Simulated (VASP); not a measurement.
# C: single point with PBEsol

The system is C.

```
C
1.0
     1.22939   -2.12884    0.00000
     1.22939    2.12884    0.00000
     0.00000    0.00000    7.24157
C
4
Cartesian
  1.2294 1.7741 5.4312
  1.2294 -0.3548 1.8104
  1.2294 -1.7741 1.8104
  1.2294 0.3548 5.4312
```

| Item | Value |
| --- | --- |
| Program | VASP 6.6.1 |
| Task | single point |
| Functional | PBEsol |
| Potentials or basis | VASP PAW PBE potentials, release 64 (C) |
| Cutoff | 520 eV |
| k mesh | 18 × 18 × 6 |
| Occupations | fermi-dirac, width 0.15 eV |
| Spin | no spin polarisation |

| Item | Value |
| --- | --- |
| Pressure | 0.8 GPa |
| Band gap on the k mesh | zero (filled and empty bands touch) |

Stress tensor (GPa, compression positive):
```
1.15 0.00 0.00
0.00 1.15 0.00
0.00 0.00 0.11
```

Levels at points of the mesh, in eV from the Fermi level:
```
           k point  band 6  band 7  band 8  band 9  band 10  band 11
(0.00, 0.00, 0.00)   -2.99   -2.98   -2.98    3.52     8.33     8.35
(0.50, 0.00, 0.00)   -6.41   -2.43   -2.43    1.74     1.74     7.45
(0.50, 0.50, 0.00)   -6.40   -2.82   -1.90    1.12     2.23     7.33
(0.00, 0.00, 0.50)   -2.99   -2.99   -2.99    5.63     5.63     8.36
(0.50, 0.00, 0.50)   -6.41   -2.38   -2.38    1.62     1.62     7.45
(0.50, 0.50, 0.50)   -6.42   -2.38   -2.38    1.63     1.63     7.44
```

It took 88 s on 1 thread of Intel(R) Xeon(R) 6975P-C (Granite Rapids) (shared host), peak memory 0.26 GiB.

Caveat: this functional lacks dispersion, which binds layers or chains, so the pressure and a relaxed spacing across them are unreliable; the PAW data sets were made with another functional, which shifts forces and pressure a little.
